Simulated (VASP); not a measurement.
# Fe: single point with PBE

Fe:

```
Fe
1.0
    -1.38888    1.38888    1.38888
     1.38888   -1.38888    1.38888
     1.38888    1.38888   -1.38888
Fe
1
Direct
  0.00000 0.00000 0.00000
```

```yaml
Program: VASP 6.6.1
Task: single point
Functional: PBE
Potentials_or_basis: VASP PAW PBE potentials, release 64 (Fe)
Cutoff: 520 eV
k_mesh: 28 × 28 × 28
Occupations: fermi-dirac, width 0.0612256 eV
Spin: no spin polarisation
```

```
Pressure               : -5.6 GPa
Band gap on the k mesh : zero (band 4 reaches 7.50 eV, above the bottom of band 5 at 5.43 eV)
```

Levels at points of the mesh, in eV from the Fermi level:
| k point | band 2 | band 3 | band 4 | band 5 | band 6 | band 7 |
| --- | --- | --- | --- | --- | --- | --- |
| (0.00, 0.00, 0.00) | -1.74 | -1.74 | -1.74 | -0.05 | -0.05 | 25.44 |
| (0.50, 0.00, 0.00) | -2.99 | -0.07 | 0.19 | 0.49 | 1.31 | 8.36 |
| (0.50, 0.50, 0.50) | -4.51 | 1.00 | 1.00 | 1.00 | 10.43 | 10.43 |

Run time: 100 s on 1 thread of AMD EPYC 7R13, with other jobs on the host, peak memory 0.15 GiB.

Caveat: the run has no spin polarisation, though such a crystal can be magnetic. Spin polarisation is off, so any magnetic state and its effect on volume and gap are missing.
